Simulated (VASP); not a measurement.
# Cu (Fm-3m) in VASP: a series of runs

Runs on Cu. Level: PBEsol. Tasks: relaxation of cell and atoms, single point.

All numbers are computed with VASP 6.6.1; they aren't measurements. Logs are shortened: lines on timing, memory, paths and dates and some standing lists are left out, and cuts for length are marked.

## 1. The cell of the first run

The structure is cubic, space group Fm-3m (No. 225). The conventional cell has a = 3.615 Å, b = 3.615 Å, c = 3.615 Å, α = 90.00°, β = 90.00°, γ = 90.00°. Within 3.4 Å of Cu (site symmetry m-3m) lie 12 Cu at 2.56 Å.

## 2. Relaxation of cell and atoms, PBEsol

Input file INCAR:

```
SYSTEM = Cu
PREC = Accurate ; ENCUT = 600
EDIFF = 1E-7 ; ISMEAR = 0
SIGMA = 0.1 ; LREAL = .FALSE.
LASPH = .TRUE. ; NELM = 60
ALGO = Normal ; ISIF = 3
LWAVE = .FALSE. ; LCHARG = .FALSE.
GGA = PS ; IBRION = 2
NSW = 100 ; EDIFFG = -0.005
```

Input file KPOINTS:

```
regular mesh
0
G
  20 20 20
  0 0 0
```

Input file POSCAR:

```
Cu
1.0
    0.0000000000      1.8075000000      1.8075000000
    1.8075000000      0.0000000000      1.8075000000
    1.8075000000      1.8075000000      0.0000000000
Cu
1
Direct
    0.0000000000      0.0000000000      0.0000000000
```

Potentials or basis: VASP PAW PBE potentials, release 64 (Cu).

Launch:

```bash
> cat potpaw_PBE.64/Cu/POTCAR > POTCAR
> mpirun -np 1 vasp_std > vasp.out
```

OUTCAR:

```text
SYSTEM = Cu
   PREC = Accurate
   ENCUT = 600
   EDIFF = 1E-7
   ISMEAR = 0
   LREAL = .FALSE.
   LASPH = .TRUE.
   NELM = 60
   ISIF = 3
   GGA = PS
   IBRION = 2
   NSW = 100
   EDIFFG = -0.005

 ion  position               nearest neighbor table
   1  0.000  0.000  0.000-

  LATTYP: Found a face centered cubic cell.
 ALAT       =     3.6150000000

  Lattice vectors:

 A1 = (   0.0000000000,   1.8075000000,   1.8075000000)
 A2 = (   1.8075000000,   0.0000000000,   1.8075000000)
 A3 = (   1.8075000000,   1.8075000000,   0.0000000000)

Analysis of symmetry for initial positions (statically):
=====================================================================
 Subroutine PRICEL returns:
 Original cell was already a primitive cell.

 Routine SETGRP: Setting up the symmetry group for a
 face centered cubic supercell.

 Subroutine GETGRP returns: Found 48 space group operations
[... 9 lines left out ...]

 Routine SETGRP: Setting up the symmetry group for a
 face centered cubic supercell.

 Subroutine GETGRP returns: Found 48 space group operations
[... 11 lines left out ...]
                                     Primitive cell

  volume of cell :      11.8104

  direct lattice vectors                    reciprocal lattice vectors
     0.000000000  1.807500000  1.807500000    -0.276625173  0.276625173  0.276625173
     1.807500000  0.000000000  1.807500000     0.276625173 -0.276625173  0.276625173
     1.807500000  1.807500000  0.000000000     0.276625173  0.276625173 -0.276625173

  length of vectors
     2.556191014  2.556191014  2.556191014     0.479128854  0.479128854  0.479128854

  position of ions in fractional coordinates (direct lattice)
     0.000000000  0.000000000  0.000000000

  ion indices of the primitive-cell ions
   primitive index   ion index
                 1           1

----------------------------------------------------------------------------------------

 KPOINTS: regular mesh

Automatic generation of k-mesh.
 Grid dimensions read from file:
 generate k-points for:   20   20   20

 Generating k-lattice:

  Cartesian coordinates                     Fractional coordinates (reciprocal lattice)
    -0.013831259  0.013831259  0.013831259     0.050000000  0.000000000  0.000000000
     0.013831259 -0.013831259  0.013831259     0.000000000  0.050000000  0.000000000
     0.013831259  0.013831259 -0.013831259     0.000000000  0.000000000  0.050000000

  Length of vectors
     0.023956443  0.023956443  0.023956443

  Shift w.r.t. Gamma in fractional coordinates (k-lattice)
     0.000000000  0.000000000  0.000000000

 Subroutine IBZKPT returns following result:
 ===========================================

 Found    256 irreducible k-points:

 Following reciprocal coordinates:
            Coordinates               Weight
  0.000000  0.000000  0.000000      1.000000
  0.050000  0.000000  0.000000      8.000000
  0.100000  0.000000  0.000000      8.000000
  0.150000  0.000000  0.000000      8.000000
  0.200000  0.000000  0.000000      8.000000
  0.250000  0.000000  0.000000      8.000000
[... 16 lines left out ...]
 -0.400000  0.050000  0.000000     24.000000
 -0.350000  0.050000  0.000000     24.000000
 [... further k-points ...]
   k-points           NKPTS =    256   k-points in BZ     NKDIM =    256   number of bands    NBANDS=      9
   number of dos      NEDOS =    301   number of ions     NIONS =      1
   total plane-waves  NPLWV =   8000
   dimension x,y,z NGX =    20 NGY =   20 NGZ =   20
   dimension x,y,z NGXF=    40 NGYF=   40 NGZF=   40
   ions per type =               1
   NGX,Y,Z   is equivalent  to a cutoff of  13.01, 13.01, 13.01 a.u.
   NGXF,Y,Z  is equivalent  to a cutoff of  26.01, 26.01, 26.01 a.u.
 SYSTEM =  Cu
   PREC   = accura    normal or accurate (medium, high low for compatibility)
   ISTART =      0    job   : 0-new  1-cont  2-samecut
   ICHARG =      2    charge: 1-file 2-atom 10-const
   ISPIN  =      1    spin polarized calculation?
   LNONCOLLINEAR =      F non collinear calculations
   LSORBIT =      F    spin-orbit coupling
   LASPH  =      T    aspherical Exc in radial PAW
   ENCUT  =  600.0 eV  44.10 Ry    6.64 a.u.   5.11  5.11  5.11*2*pi/ulx,y,z
   NELM   =     60;   NELMIN=  2; NELMDL= -5     # of ELM steps
   EDIFF  = 0.1E-06   stopping-criterion for ELM
   LREAL  =      F    real-space projection
   EDIFFG = -.5E-02   stopping-criterion for IOM
   NSW    =    100    number of steps for IOM
   IBRION =      2    ionic relax: 0-MD 1-quasi-New 2-CG
   NFREE  =      1    steps in history (QN), initial steepest desc. (CG)
   ISIF   =      3    stress and relaxation
   ISYM   =      2    0-nonsym 1-usesym 2-fastsym
   POTIM  = 0.5000    time-step for ionic-motion
   TEBEG  =    0.0;   TEEND  =   0.0 temperature during run
   PSTRESS=    0.0 pullay stress
   NELECT =      11.0000    total number of electrons
   NUPDOWN=      -1.0000    fix difference up-down
   EMIN   =  10.00;   EMAX   =-10.00  energy-range for DOS
   EFERMI =   0.00;   METHOD = LEGACY
   ISMEAR =     0;   SIGMA  =   0.10  broadening in eV -4-tet -1-fermi 0-gaus
   EFERMI_NEDOS =   21; number of points for ismear=-14 and -15
   IALGO  =     38    algorithm
   IMIX   =      4    mixing-type and parameters
     AMIX     =   0.40;   BMIX     =  1.00
     AMIX_MAG =   1.60;   BMIX_MAG =  1.00
  volume/ion in A,a.u.               =      11.81        79.70
  Fermi-wavevector in a.u.,A,eV,Ry     =   1.598763  3.021224 34.777078  2.556043
  Thomas-Fermi vector in A             =   2.696162
   LORBIT       =      0    0 simple, 1 ext, 2 COOP (PROOUT), +10 PAW based schemes
   GGA     = PS    functional components
   LHFCALC =     F    Hartree Fock is set to
   AEXX    =    0.0000 exact exchange contribution
   IVDW    =     0    specifies the selected vdW correction
   LEPSILON=     F    determine dielectric tensor
   LRPA    =     F    only Hartree local field effects (RPA)
 conjugate gradient relaxation of ions
 non-spin polarized calculation
 Gauss-broadening in eV      SIGMA  =   0.10
  energy-cutoff  :      600.00
  volume of cell :       11.81
 maximum number of plane-waves:       411
   NGX = 11   NGY = 11   NGZ = 11

--------------------------------------- Ionic step        1  -------------------------------------------

 number of electron      11.0000001 magnetization

 Free energy of the ion-electron system (eV)
  ---------------------------------------------------
  ext. energy  EPLUGINS =         0.00000000
  ---------------------------------------------------
  free energy    TOTEN  =        -4.30202887 eV

  energy without entropy =       -4.30069649  energy(sigma->0) =       -4.30136268

------------------------ aborting loop because EDIFF is reached ----------------------------------------

  FORCE on cell =-STRESS in cart. coord.  units (eV):
  Direction    XX          YY          ZZ          XY          YZ          ZX
  --------------------------------------------------------------------------------------
  -------------------------------------------------------------------------------------
  Total       -0.4215745     -0.4215745     -0.4215745      0.0000000      0.0000000      0.0000000
  in kB      -57.1899917    -57.1899917    -57.1899917      0.0000000      0.0000000      0.0000000
  external PRESSURE =     -57.1899917 kB  Pullay stress =       0.0000000 kB

 VOLUME and BASIS-vectors are now :
 -----------------------------------------------------------------------------
  energy-cutoff  :      600.00
  volume of cell :       11.81
      direct lattice vectors                 reciprocal lattice vectors
     0.000000000  1.807500000  1.807500000    -0.276625173  0.276625173  0.276625173
     1.807500000  0.000000000  1.807500000     0.276625173 -0.276625173  0.276625173
     1.807500000  1.807500000  0.000000000     0.276625173  0.276625173 -0.276625173

 POSITION                                       TOTAL-FORCE (eV/Angst)
 -----------------------------------------------------------------------------------
      0.00000      0.00000      0.00000        -0.000000     -0.000000      0.000000
 -----------------------------------------------------------------------------------
    total drift:                                0.000000      0.000000      0.000000

  FREE ENERGIE OF THE ION-ELECTRON SYSTEM (eV)
  ---------------------------------------------------
  free  energy   TOTEN  =        -4.3020288726 eV

  energy  without entropy=       -4.3006964928  energy(sigma->0) =       -4.30136268

--------------------------------------- Ionic step        2  -------------------------------------------

 number of electron      11.0000009 magnetization

------------------------ aborting loop because EDIFF is reached ----------------------------------------

  FORCE on cell =-STRESS in cart. coord.  units (eV):
  Direction    XX          YY          ZZ          XY          YZ          ZX
  --------------------------------------------------------------------------------------
  -------------------------------------------------------------------------------------
  Total        0.2783472      0.2783472      0.2783472      0.0000000     -0.0000000      0.0000000
  in kB       40.1609099     40.1609099     40.1609099      0.0000000     -0.0000000      0.0000000
  external PRESSURE =      40.1609099 kB  Pullay stress =       0.0000000 kB

 VOLUME and BASIS-vectors are now :
 -----------------------------------------------------------------------------
  energy-cutoff  :      600.00
  volume of cell :       11.10
      direct lattice vectors                 reciprocal lattice vectors
     0.000000000  1.770739292  1.770739292    -0.282367936  0.282367936  0.282367936
     1.770739292 -0.000000000  1.770739292     0.282367936 -0.282367936  0.282367936
     1.770739292  1.770739292  0.000000000     0.282367936  0.282367936 -0.282367936

 POSITION                                       TOTAL-FORCE (eV/Angst)
 -----------------------------------------------------------------------------------
      1.77074      1.77074      0.00000        -0.000000      0.000000     -0.000000
 -----------------------------------------------------------------------------------
    total drift:                               -0.000000     -0.000000      0.000000

  FREE ENERGIE OF THE ION-ELECTRON SYSTEM (eV)
  ---------------------------------------------------
  free  energy   TOTEN  =        -4.3071541224 eV

  energy  without entropy=       -4.3058728268  energy(sigma->0) =       -4.30651347

--------------------------------------- Ionic step        3  -------------------------------------------

 number of electron      11.0000013 magnetization

 Free energy of the ion-electron system (eV)
  ---------------------------------------------------
  ext. energy  EPLUGINS =         0.00000000
  ---------------------------------------------------
  free energy    TOTEN  =        -4.31033626 eV

  energy without entropy =       -4.30904410  energy(sigma->0) =       -4.30969018

 E-fermi :   7.8501     XC(G=0): -13.1340

 val. band max:        7.7964825046   @ k =   0.4500   0.3000   0.0000
 cond. band min:       7.8533618800   @ k =   0.5000   0.2500   0.1000
 fundamental gap:      0.0568793754
 Fermi energy:         7.8501123410

 k-point     1 :       0.0000    0.0000    0.0000
  band No.  band energies     occupation
      1      -1.8014      2.00000
      2       4.7395      2.00000
      3       4.7395      2.00000
      4       4.7395      2.00000
      5       5.6228      2.00000
      6       5.6228      2.00000
      7      30.7759      0.00000
      8      33.6914      0.00000
      9      33.6914      0.00000

 k-point     2 :       0.0500    0.0000    0.0000
  band No.  band energies     occupation
      1      -1.7076      2.00000
      2       4.7185      2.00000
      3       4.7580      2.00000
      4       4.7580      2.00000
      5       5.6152      2.00000
      6       5.6152      2.00000
      7      30.3157      0.00000
      8      32.3989      0.00000
      9      33.3814      0.00000
[... 253 lines left out ...]
 k-point    24 :      -0.3500    0.0500    0.0000
  band No.  band energies     occupation
      1       2.1009      2.00000
      2       4.7690      2.00000
      3       4.8119      2.00000
      4       4.9180      2.00000
      5       5.9547      2.00000
      6       6.2481      2.00000
      7      15.3705      0.00000
      8      28.0854      0.00000
      9      30.4693      0.00000

 [... further k-points ...]
[... 5 lines left out ...]
  --------------------------------------------------------------------------------------
  -------------------------------------------------------------------------------------
  Total        0.0001078      0.0001078      0.0001078      0.0000000      0.0000000     -0.0000000
  in kB        0.0152043      0.0152043      0.0152043      0.0000000      0.0000000     -0.0000000
  external PRESSURE =       0.0152043 kB  Pullay stress =       0.0000000 kB

 VOLUME and BASIS-vectors are now :
 -----------------------------------------------------------------------------
  energy-cutoff  :      600.00
  volume of cell :       11.36
      direct lattice vectors                 reciprocal lattice vectors
     0.000000000  1.784445572  1.784445572    -0.280199076  0.280199076  0.280199076
     1.784445572 -0.000000000  1.784445572     0.280199076 -0.280199076  0.280199076
     1.784445572  1.784445572  0.000000000     0.280199076  0.280199076 -0.280199076

 POSITION                                       TOTAL-FORCE (eV/Angst)
 -----------------------------------------------------------------------------------
      0.00000      0.00000      0.00000        -0.000000      0.000000     -0.000000
 -----------------------------------------------------------------------------------
    total drift:                                0.000000     -0.000000      0.000000

  FREE ENERGIE OF THE ION-ELECTRON SYSTEM (eV)
  ---------------------------------------------------
  free  energy   TOTEN  =        -4.3103362593 eV

  energy  without entropy=       -4.3090440961  energy(sigma->0) =       -4.30969018

 reached required accuracy - stopping structural energy minimisation
```

Run time: 59 s. Hardware: 1 thread of Intel Xeon Platinum 8259CL at 2.50GHz (Skylake/Cascade Lake), shared host; peak memory 0.16 GiB.

Results:

```yaml
Free_energy: -4.3103 eV
Relaxed_volume: 11.36 Å³/atom
Relaxed_cell: a = 2.524 Å, b = 2.524 Å, c = 2.524 Å, α = 60.00°, β = 60.00°, γ = 60.00°
Space_group_after_relaxing_to_0.05_Å: Fm-3m (No. 225)
Energy_gained_by_relaxing: 8.3 meV/atom
Ionic_steps: 3
Pressure_after_relaxing: 0.0 GPa
```

The path:
```csv
step,energy change (eV),largest force (eV/Å),pressure (GPa),volume (Å³)
1,0.0000,0.0000,-5.72,11.81
2,-0.0051,0.0000,4.02,11.10
3,-0.0083,0.0000,0.00,11.36
```

Final structure:
```xyz
1
Lattice="0.0000 1.7844 1.7844 1.7844 0.0000 1.7844 1.7844 1.7844 0.0000" Properties=species:S:1:pos:R:3 pbc="T T T"
Cu    0.0000    0.0000    0.0000
```

Caveat: the PAW data sets were made with another functional, which shifts forces and pressure a little.

## 3. Single point, PBEsol

This run uses another cell than the first one, of 11.31 Å³/atom, 0.958 times its volume.

Input file INCAR:

```
SYSTEM = Cu
ALGO = Normal
EDIFF = 1E-6
ENCUT = 520
GGA = PS
ISIF = 2
ISMEAR = 0
LASPH = .TRUE.
LCHARG = .TRUE.
LELF = .TRUE.
LREAL = .FALSE.
LVHAR = .TRUE.
LWAVE = .FALSE.
NBANDS = 12
NELM = 80
PREC = Accurate
SIGMA = 0.1
```

Input file KPOINTS:

```
k-points
0
G
  20 20 20
  0 0 0
```

Input file POSCAR:

```
Cu
1.0
    0.0000000000      1.7816860089      1.7816860089
    1.7816860089      0.0000000000      1.7816860089
    1.7816860089      1.7816860089      0.0000000000
Cu
1
Direct
    0.0000000000      0.0000000000      0.0000000000
```

Potentials or basis: VASP PAW PBE potentials, release 64 (Cu).

Launch:

```bash
> cat potpaw_PBE.64/Cu/POTCAR > POTCAR
> mpirun -np 1 vasp_std > vasp.out
```

It took 16 s on 1 thread of Intel Xeon 6975P-C (Granite Rapids), shared host; peak memory 0.14 GiB.

Results (log left out):

```
Free energy : -4.3099 eV
Pressure    : 0.7 GPa
```

Levels at points of the mesh, in eV from the Fermi level:
```tsv
k point	band 2	band 3	band 4	band 5	band 6	band 7	band 8	band 9	band 10	band 11
(0.00, 0.00, 0.00)	-3.13	-3.13	-3.13	-2.24	-2.24	22.96	25.91	25.91	25.91	28.43
(0.50, 0.00, 0.00)	-3.16	-3.16	-1.63	-1.63	-1.13	3.99	21.43	22.73	22.73	25.69
(0.50, 0.50, 0.00)	-4.62	-1.65	-1.48	-1.48	1.46	7.44	13.40	13.40	18.03	21.00
```

Caveat: the PAW data sets were made with another functional, which shifts forces and pressure a little.

(Part 1 of 2 ends here.)
